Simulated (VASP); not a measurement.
# Os (P6/mmm) in VASP: further runs, part 2 of 2

VASP 6.6.1. The steps go on from the part before.

## Step 3: Single point, PBE

This run uses another cell than the first one, of 10.73 Å³/atom, 1.172 times its volume.

The input, INCAR:

```
PREC     = Accurate       # precision mode
ENCUT    = 520            # plane-wave cutoff, eV
EDIFF    = 1E-6           # SCF threshold, eV
ISMEAR   = -1             # smearing method
SIGMA    = 0.05           # smearing width, eV
LREAL    = False          # projectors in reciprocal space
LASPH    = True           # aspherical terms in the spheres
NELM     = 80             # most SCF steps
ALGO     = Normal         # electronic algorithm
ISIF     = 2              # what is computed and relaxed
LWAVE    = False          # write WAVECAR
LCHARG   = True           # write CHGCAR
GGA      = PE             # functional
LELF     = True           # ELF
LVHAR    = True         
NBANDS   = 10             # bands
```

The input, KPOINTS:

```
Automatic mesh
0
Gamma
  16 16 15
```

The input, POSCAR:

```
Os
1.0
    2.3603755011      0.0000000000      0.0000000000
   -1.1801877505      2.0441451464      0.0000000000
    0.0000000000      0.0000000000      2.2246656766
Os
1
Direct
    0.0000000000      0.0000000000      0.0000000000
```

Potentials or basis: VASP PAW PBE potentials, release 64 (Os).

Run with:

```bash
$ cat potpaw_PBE.64/Os/POTCAR > POTCAR
$ mpirun -np 1 vasp_std > vasp.out
```

Run time: 12 s. Hardware: 1 thread of Intel Xeon Platinum 8488C (Sapphire Rapids), shared host; peak memory 0.13 GiB.

It converged, with:

| Item | Value |
| --- | --- |
| Free energy | -6.8979 eV |
| Pressure | 292.9 GPa |
| Band gap on the k mesh | zero (band 4 reaches 19.91 eV, above the bottom of band 5 at 12.00 eV) |

Stress tensor (GPa, compression positive):
```
296.03   0.00   0.00
  0.00 296.03   0.00
  0.00   0.00 286.69
```

Levels at points of the mesh, in eV from the Fermi level:
| k point | band 2 | band 3 | band 4 | band 5 | band 6 | band 7 |
| --- | --- | --- | --- | --- | --- | --- |
| (0.00, 0.00, 0.00) | -9.91 | -4.44 | -4.44 | 4.85 | 4.85 | 14.07 |
| (0.50, 0.00, 0.00) | -7.88 | -1.42 | -0.22 | 3.44 | 5.46 | 13.24 |

Caveat: spin-orbit coupling is left out, which moves the levels of the heavy elements.

## Step 4: Single point, PBE

This run uses another cell than the first one, of 12.31 Å³/atom, 1.345 times its volume.

The input, INCAR:

```
SYSTEM = Os
ALGO = Normal
EDIFF = 1E-7
ENCUT = 520
GGA = PE
ISIF = 2
ISMEAR = -1
LASPH = .True.
LCHARG = .False.
LREAL = .False.
LWAVE = .False.
NBANDS = 10
NELM = 80
PREC = Accurate
SIGMA = 0.05
```

The input, KPOINTS:

```
k-points
0
Gamma
  16 16 15
  0 0 0
```

The input, POSCAR:

```
Os
1.0
    2.4694580220      0.0000000000      0.0000000000
   -1.2347290110      2.1386133806      0.0000000000
    0.0000000000      0.0000000000      2.3313600217
Os
1
Direct
    0.0000000000      0.0000000000      0.0000000000
```

Potentials or basis: VASP PAW PBE potentials, release 64 (Os).

Run with:

```bash
$ cat potpaw_PBE.64/Os/POTCAR > POTCAR
$ mpirun -np 1 vasp_std > vasp.out
```

OUTCAR:

```text
SYSTEM = Os
   EDIFF = 1E-7
   ENCUT = 520
   GGA = PE
   ISIF = 2
   ISMEAR = -1
   LASPH = .True.
   LREAL = .False.
   NELM = 80
   PREC = Accurate

 ion  position               nearest neighbor table
   1  0.000  0.000  0.000-

  LATTYP: Found a hexagonal cell.
 ALAT       =     2.4694580220
 C/A-ratio  =     0.9440776077

  Lattice vectors:

 A1 = (   2.4694580220,   0.0000000000,   0.0000000000)
 A2 = (  -1.2347290110,   2.1386133806,   0.0000000000)
 A3 = (   0.0000000000,   0.0000000000,   2.3313600217)
[... 481 lines left out ...]
      2       4.9412      2.00000
      3       6.6359      2.00000
      4      11.3277      1.92077
      5      13.6600      0.00000
      6      15.4577      0.00000
      7      23.7165      0.00000
      8      25.9945      0.00000
      9      33.5205      0.00000
     10      39.2211      0.00000

 [... further k-points ...]
[... 5 lines left out ...]
  --------------------------------------------------------------------------------------
  -------------------------------------------------------------------------------------
  Total       10.7171211     10.7171211     10.5326330      0.0000000     -0.0000000      0.0000000
  in kB     1394.5864698   1394.5864698   1370.5795941      0.0000000     -0.0000000      0.0000000
  external PRESSURE =    1386.5841779 kB  Pullay stress =       0.0000000 kB

 VOLUME and BASIS-vectors are now :
 -----------------------------------------------------------------------------
  energy-cutoff  :      520.00
  volume of cell :       12.31
      direct lattice vectors                 reciprocal lattice vectors
     2.469458022  0.000000000  0.000000000     0.404947155  0.233796349  0.000000000
    -1.234729011  2.138613381  0.000000000     0.000000000  0.467592698  0.000000000
     0.000000000  0.000000000  2.331360022     0.000000000  0.000000000  0.428934180

 POSITION                                       TOTAL-FORCE (eV/Angst)
 -----------------------------------------------------------------------------------
      0.00000      0.00000      0.00000         0.000000      0.000000      0.000000
 -----------------------------------------------------------------------------------
    total drift:                               -0.000000     -0.000000      0.000000

  FREE ENERGIE OF THE ION-ELECTRON SYSTEM (eV)
  ---------------------------------------------------
  free  energy   TOTEN  =        -8.9478304391 eV

  energy  without entropy=       -8.9406602328  energy(sigma->0) =       -8.94424534
```

OSZICAR:

```text
N       E                     dE             d eps       ncg     rms          rms(c)
DAV:   1     0.416953490875E+02    0.41695E+02   -0.43740E+03  4912   0.761E+02
DAV:   2    -0.836288313473E+01   -0.50058E+02   -0.47254E+02  4994   0.213E+02
DAV:   3    -0.936819140155E+01   -0.10053E+01   -0.10025E+01  5748   0.281E+01
DAV:   4    -0.937053231462E+01   -0.23409E-02   -0.23406E-02  5408   0.154E+00
DAV:   5    -0.937054062856E+01   -0.83139E-05   -0.83140E-05  5424   0.793E-02    0.230E+01
DAV:   6    -0.908032402756E+01    0.29022E+00   -0.15823E-01  6208   0.273E+00    0.129E+01
DAV:   7    -0.894977391538E+01    0.13055E+00   -0.20067E-01  5764   0.296E+00    0.707E-01
DAV:   8    -0.894788843994E+01    0.18855E-02   -0.62029E-03  5308   0.788E-01    0.110E-01
DAV:   9    -0.894786489233E+01    0.23548E-04   -0.65359E-05  5474   0.770E-02    0.284E-02
DAV:  10    -0.894783089562E+01    0.33997E-04   -0.10649E-05  5342   0.474E-02    0.613E-03
DAV:  11    -0.894783026483E+01    0.63078E-06   -0.13276E-07  4594   0.388E-03    0.769E-04
DAV:  12    -0.894783038899E+01   -0.12415E-06   -0.55583E-09  2860   0.814E-04    0.686E-04
DAV:  13    -0.894783043910E+01   -0.50117E-07   -0.70882E-10  2684   0.241E-04
   1 F= -.89478304E+01 E0= -.89442453E+01  d E =-.717021E-02
```

It took 13 s on 1 thread of Intel Xeon Platinum 8488C (Sapphire Rapids), shared host; peak memory 0.14 GiB.

Results:

| Property | Result |
| --- | --- |
| Free energy | -8.9478 eV |
| Pressure | 138.7 GPa |
| Band gap on the k mesh | zero (band 4 reaches 16.49 eV, above the bottom of band 5 at 9.86 eV) |

Caveat: spin-orbit coupling is left out, which moves the levels of the heavy elements.

## Step 5: Single point, PBE

This run uses another cell than the first one, of 13.89 Å³/atom, 1.517 times its volume.

The input, INCAR:

```
PREC = Accurate
ENCUT = 520
EDIFF = 1E-7
ISMEAR = -1
SIGMA = 0.05
LREAL = F
LASPH = T
NELM = 60
ALGO = Normal
ISIF = 2
LWAVE = F
LCHARG = F
GGA = PE
NBANDS = 10
```

The input, KPOINTS:

```
Automatic mesh
0
Gamma
  16 16 15
```

The input, POSCAR:

```
Os
1.0
    2.5667343885      0.0000000000      0.0000000000
   -1.2833671942      2.2228571852      0.0000000000
    0.0000000000      0.0000000000      2.4346629791
Os
1
Direct
    0.0000000000      0.0000000000      0.0000000000
```

Run with:

```bash
$ cat potpaw_PBE.64/Os/POTCAR > POTCAR
$ mpirun -np 1 vasp_std > vasp.out
```

Wall time 14 s (1 thread of Intel Xeon Platinum 8488C (Sapphire Rapids), shared host); peak memory 0.15 GiB.

Results (log left out):

| Item | Value |
| --- | --- |
| Free energy | -9.8553 eV |
| Pressure | 53.8 GPa |
| Band gap on the k mesh | zero (band 4 reaches 13.70 eV, above the bottom of band 5 at 8.16 eV) |

Stress tensor (GPa, compression positive):
```
53.94  0.00  0.00
 0.00 53.94  0.00
 0.00  0.00 53.39
```

Levels at points of the mesh, in eV from the Fermi level:
```
           k point  band 1  band 2  band 3  band 4  band 5  band 6  band 7  band 8  band 9
(0.00, 0.00, 0.00)  -10.83   -7.06   -2.95   -2.95    3.20    3.20   14.61   16.49   23.11
(0.50, 0.00, 0.00)   -7.92   -5.88   -0.89   -0.30    2.30    3.78    9.50   14.38   18.65
```

Caveat: spin-orbit coupling is left out, which moves the levels of the heavy elements.

## Step 6: Overview

| cell | gap on the mesh (eV) | pressure (GPa) |
| --- | --- | --- |
| a = 2.238, b = 2.238, c = 2.111 Å, angles 90.0, 90.0, 120.0°, 1 atom | none | 580.7 |
| a = 2.360, b = 2.360, c = 2.225 Å, angles 90.0, 90.0, 120.0°, 1 atom | none | 292.9 |
| a = 2.469, b = 2.469, c = 2.331 Å, angles 90.0, 90.0, 120.0°, 1 atom | none | 138.7 |
| a = 2.567, b = 2.567, c = 2.435 Å, angles 90.0, 90.0, 120.0°, 1 atom | none | 53.8 |

Alike in all rows: task single point; level PBE; potentials or basis VASP PAW PBE potentials, release 64 (Os); no spin polarisation; k mesh 16 × 16 × 15; cutoff (eV) 520; smearing fermi-dirac 0.05 eV.

Caveats: spin-orbit coupling is left out, which moves the levels of the heavy elements.

Total energies depend on the potentials used, so only differences within one code and one set of settings carry meaning.
